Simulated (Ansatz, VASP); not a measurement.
## Two plane-wave programs on Ge

```xyz
8
Lattice="4.0659 0.0000 0.0000 -2.0329 3.5211 0.0000 0.0000 0.0000 13.3363" Properties=species:S:1:pos:R:3 pbc="T T T"
Ge    0.0000    0.0000    5.4249
Ge    0.0000    0.0000    7.9114
Ge    0.0000    0.0000   12.0931
Ge    0.0000    0.0000    1.2433
Ge    0.0000    2.3474    4.5904
Ge    2.0329    1.1737    8.7459
Ge    2.0329    1.1737   11.2586
Ge    0.0000    2.3474    2.0778
```

Alike in both runs: functional PBE; k mesh 12 × 12 × 4; occupations gaussian, width 0.1 eV; no spin polarisation.

Ansatz relaxed the structure, and its values are those at the end. VASP's run is a single point on that final structure, the one shown.

|  | VASP | Ansatz |
| --- | --- | --- |
| version | VASP 6.6.1 | Ansatz 0.2.0 |
| potentials or method | VASP PAW PBE potentials, release 64 (Ge_d), cutoff 520 eV | scalar-relativistic, plane waves, PAW |
| valence electrons in the cell | 112 | 112 |

```csv
,VASP,Ansatz,Ansatz less VASP
gap on the k mesh at the Fermi level (eV),none,none,-
pressure (GPa),0.0,0.0,+0.02
```

A gap of «none» marks a metal or a gap that the smearing closes.
